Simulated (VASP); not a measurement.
# Ga3Sb (Pmmm) in VASP: further runs, part 2 of 2

VASP 6.6.1. Earlier steps stand in the parts before.

### 4 Relaxation of cell and atoms, PBE

This run uses another cell than the first one, of 25.68 Å³/atom, 0.866 times its volume.

INCAR reads:

```
SYSTEM = Ga3Sb
ALGO     = Fast           ! electronic algorithm
EDIFF    = 1E-6           ! SCF threshold, eV
EDIFFG   = -0.04          ! ionic threshold
ENCUT    = 600            ! plane-wave cutoff, eV
GGA      = PE             ! functional
IBRION   = 2              ! ionic algorithm
ISIF     = 3              ! what is computed and relaxed
ISMEAR   = 0              ! smearing method
LASPH    = .True.         ! aspherical terms in the spheres
LCHARG   = .False.        ! write CHGCAR
LREAL    = .False.        ! projectors in reciprocal space
LWAVE    = .False.        ! write WAVECAR
NELM     = 100            ! most SCF steps
NSW      = 90             ! ionic steps
PREC     = Accurate       ! precision mode
SIGMA    = 0.1            ! smearing width, eV
```

KPOINTS reads:

```
k-points
0
Gamma
  6 4 4
  0 0 0
```

POSCAR reads:

```
Ga3Sb
1.0
    3.3900099700      0.0000000000      0.0000000000
    0.0000000000      5.3397587300      0.0000000000
    0.0000000000      0.0000000000      5.6747982800
Ga Sb
3 1
Direct
    0.5000000000      0.0000000000      0.7986036400
    0.5000000000      0.0000000000      0.2013963600
    0.5000000000      0.0000000000      0.5000000000
    0.5000000000      0.5000000000      0.0000000000
```

The run is started by

```
$ cat potpaw_PBE.64/Ga_d/POTCAR potpaw_PBE.64/Sb/POTCAR > POTCAR
$ mpirun -np 1 vasp_std > vasp.out
```

It took 39 min on 1 thread of Intel Xeon 6975P-C (Granite Rapids), shared host; peak memory 0.34 GiB.

Results (log left out):

| Item | Value |
| --- | --- |
| Free energy | -11.8494 eV |
| Relaxed volume | 29.65 Å³/atom |
| Relaxed cell | a = 2.855 Å, b = 5.144 Å, c = 8.075 Å, α = 90.00°, β = 90.00°, γ = 90.00° |
| Space group after relaxing (to 0.05 Å) | Pmmm (No. 47) |
| Energy gained by relaxing | 2863.8 meV/atom |
| Ionic steps | 40 |
| Pressure after relaxing | 0.1 GPa |
| Largest force after relaxing | 0.027 eV/Å |
| Band gap on the k mesh | zero (band 22 reaches 4.33 eV, above the bottom of band 23 at 2.48 eV) |

Forces on the atoms (eV/Å):
```
Ga   0.000  0.000 -0.027
Ga   0.000  0.000  0.027
Ga   0.000  0.000  0.000
Sb   0.000  0.000  0.000
```

Stress tensor (GPa, compression positive):
```
0.14 0.00 0.00
0.00 0.02 0.00
0.00 0.00 0.08
```

Step by step:
| step | energy change (eV) | largest force (eV/Å) | pressure (GPa) | volume (Å³) |
| --- | --- | --- | --- | --- |
| 1 | 0.0000 | 22.7668 | 43.61 | 102.72 |
| 2 | 9489.9351 | 74508.9142 | 3429.75 | 203.74 |
| 3 | 51.2427 | 174.1043 | 108.10 | 102.82 |
| 4 | 33.3223 | 156.7977 | 106.36 | 102.77 |
| 5 | 29.5949 | 156.7563 | 104.06 | 102.75 |
| 6 | 29.5795 | 156.6616 | 104.02 | 102.74 |
| 7 | 29.5719 | 156.6154 | 104.04 | 102.73 |
| 8 | 29.5681 | 156.5938 | 104.00 | 102.73 |
| 9 | 29.5663 | 156.5829 | 104.01 | 102.73 |
| 10 | 29.5654 | 156.5750 | 104.01 | 102.72 |
| 11 | 29.5649 | 156.5723 | 104.01 | 102.72 |
| 12 | 29.5647 | 156.5717 | 104.00 | 102.72 |
| 13 | 29.5646 | 156.5717 | 104.00 | 102.72 |
| 14 | 29.5645 | 156.5717 | 104.00 | 102.72 |
| 15 | 29.5645 | 156.5718 | 104.00 | 102.72 |
| 16 | 29.5645 | 156.5719 | 104.00 | 102.72 |
| 17 | 29.5645 | 156.5720 | 104.00 | 102.72 |
| 18 | 29.5645 | 156.5720 | 104.00 | 102.72 |
| 19 | 29.5645 | 156.5721 | 104.00 | 102.72 |
| 20 | -8.1830 | 6.5024 | 14.71 | 112.56 |
| 21 | -8.5472 | 4.4099 | 13.14 | 113.20 |
| 22 | -9.0283 | 1.1849 | 10.82 | 114.46 |
| 23 | -9.3310 | 2.8413 | 8.36 | 116.98 |
| 24 | -9.3287 | 3.1708 | 8.18 | 117.27 |
| 25 | -9.5941 | 2.6182 | 6.90 | 118.39 |
| 26 | -10.1962 | 1.3680 | 3.58 | 121.73 |
| 27 | -10.7802 | 0.0436 | -0.19 | 128.29 |
| 28 | -10.8777 | 0.3694 | -1.24 | 131.35 |
| 29 | -10.9524 | 0.5433 | -2.35 | 137.36 |
| 30 | -10.9604 | 0.5156 | -2.71 | 139.41 |
| 31 | -11.0353 | 0.4601 | -2.67 | 137.27 |
| 32 | -11.2476 | 0.3887 | -2.29 | 130.85 |
| 33 | -11.4044 | 0.2614 | 0.77 | 118.18 |
| 34 | -11.4255 | 0.3038 | -0.50 | 121.95 |
| 35 | -11.4268 | 0.2855 | -0.26 | 121.14 |
| 36 | -11.4367 | 0.2514 | -0.19 | 120.50 |
| 37 | -11.4491 | 0.1972 | 0.04 | 119.07 |
| 38 | -11.4503 | 0.1777 | 0.14 | 118.46 |
| 39 | -11.4541 | 0.0898 | 0.12 | 118.53 |
| 40 | -11.4552 | 0.0272 | 0.08 | 118.59 |

Final structure:
```
Ga Sb
1.0
     2.85527    0.00000    0.00000
     0.00000    5.14362    0.00000
     0.00000    0.00000    8.07493
Ga Sb
3 1
Direct
  0.50000 0.00000 0.82904
  0.50000 0.00000 0.17096
  0.50000 0.00000 0.50000
  0.50000 0.50000 0.00000
```

Levels at points of the mesh, in eV from the Fermi level:
```
           k point  band 20  band 21  band 22  band 23  band 24  band 25
(0.00, 0.00, 0.00)    -4.09    -1.47     0.45     0.63     0.72     1.34
(0.50, 0.00, 0.00)    -2.12    -1.49    -1.30    -0.74     0.07     1.43
(0.00, 0.50, 0.00)    -3.36    -1.17     0.02     0.66     2.61     2.68
(0.50, 0.50, 0.00)    -2.85    -2.83    -0.69    -0.52    -0.36     2.31
(0.00, 0.00, 0.50)    -4.06    -2.54    -0.54    -0.44     2.31     4.27
(0.50, 0.00, 0.50)    -2.30    -1.28    -1.16    -0.90     0.40     2.67
(0.00, 0.50, 0.50)    -3.54    -3.24    -0.29     1.14     2.07     7.41
(0.50, 0.50, 0.50)    -2.31    -2.16    -0.49    -0.38    -0.15     0.87
```

Caveat: the volume moved by over 15 % at a fixed basis, so the end points are rough; spin-orbit coupling is left out, which moves the levels of the heavy elements.

### 5 Single point, PBE

This run uses another cell than the first one, of 27.30 Å³/atom, 0.921 times its volume.

INCAR reads:

```
  ALGO = Fast
  EDIFF = 1E-6
  ENCUT = 520
  GGA = PE
  ISIF = 2
  ISMEAR = 0
  LASPH = True
  LCHARG = False
  LREAL = False
  LWAVE = False
  NBANDS = 30
  NELM = 60
  PREC = Accurate
  SIGMA = 0.1
```

KPOINTS reads:

```
k-points
0
Gamma
  16 10 6
```

POSCAR reads:

```
Ga3Sb
1.0
    2.9462559704      0.0000000000      0.0000000000
    0.0000000000      4.0956776398      0.0000000000
    0.0000000000      0.0000000000      9.0509859976
Ga Sb
3 1
Direct
    0.5000000000      0.0000000000      0.7845080473
    0.5000000000      0.0000000000      0.2154919527
    0.5000000000      0.0000000000      0.5000000000
    0.5000000000      0.5000000000      0.0000000000
```

The run is started by

```
$ cat potpaw_PBE.64/Ga_d/POTCAR potpaw_PBE.64/Sb/POTCAR > POTCAR
$ mpirun -np 1 vasp_std > vasp.out
```

It took 4.5 min on 1 thread of Intel Xeon 6975P-C (Granite Rapids), shared host; peak memory 0.66 GiB.

The run converged. Its results:

| Item | Value |
| --- | --- |
| Free energy | -11.9860 eV |
| Pressure | 0.1 GPa |
| Band gap on the k mesh | zero (band 22 reaches 5.81 eV, above the bottom of band 23 at 2.64 eV) |

Stress tensor (GPa, compression positive):
```
0.05 0.00 0.00
0.00 0.04 0.00
0.00 0.00 0.17
```

Levels at points of the mesh, in eV from the Fermi level:
```
           k point  band 19  band 20  band 21  band 22  band 23  band 24  band 25  band 26
(0.00, 0.00, 0.00)    -3.57    -2.50    -2.00     1.63     1.76     1.90     2.59     4.80
(0.50, 0.00, 0.00)    -4.72    -2.04    -1.52    -0.05     0.18     0.42     1.23     4.29
(0.00, 0.50, 0.00)    -6.32    -3.97    -1.84    -0.75    -0.67     2.05     3.00     6.52
(0.50, 0.50, 0.00)    -3.42    -3.39    -2.17    -1.41    -0.78     0.11     1.24     1.81
(0.00, 0.00, 0.50)    -5.91    -1.97    -0.37     0.44     0.99     3.54     3.78     3.98
(0.50, 0.00, 0.50)    -2.89    -2.71    -2.56    -0.18     0.14     0.44     2.81     3.57
(0.00, 0.50, 0.50)    -4.49    -4.10    -3.63    -1.03     0.12     3.37     3.47     5.51
(0.50, 0.50, 0.50)    -4.05    -1.93    -1.50    -1.44    -1.15    -1.04     0.84     1.94
```

Caveat: spin-orbit coupling is left out, which moves the levels of the heavy elements.

### 6 The runs side by side

| task | cell | k mesh | cutoff (eV) | gap on the mesh (eV) | pressure (GPa) | largest force (eV/Å) |
| --- | --- | --- | --- | --- | --- | --- |
| single point | a = 2.850, b = 5.169, c = 8.051 Å, 4 atoms | 6 × 4 × 4 | 520 | none | 0.1 | 0.02 |
| single point | a = 3.390, b = 5.340, c = 5.675 Å, 4 atoms | 6 × 4 × 4 | 520 | none | 43.7 | 22.77 |
| relaxation of cell and atoms | relaxed from a = 3.390, b = 5.340, c = 5.675 Å, 4 atoms | 6 × 4 × 4 | 600 | none | 0.1 | 0.03 |
| single point | a = 2.946, b = 4.096, c = 9.051 Å, 4 atoms | 16 × 10 × 6 | 520 | none | 0.1 | - |

Alike in all rows: level PBE; potentials or basis VASP PAW PBE potentials, release 64 (Ga_d, Sb); no spin polarisation; smearing gaussian 0.1 eV.

Caveats: some runs use coarse meshes; spin-orbit coupling is left out, which moves the levels of the heavy elements; forces of over 1 eV/Å act on the atoms, so gaps and moduli don't describe the material at rest (some runs); the volume moved by over 15 % at a fixed basis, so the end points are rough (some runs).

Absolute energies hang on the potentials; compare differences alone.
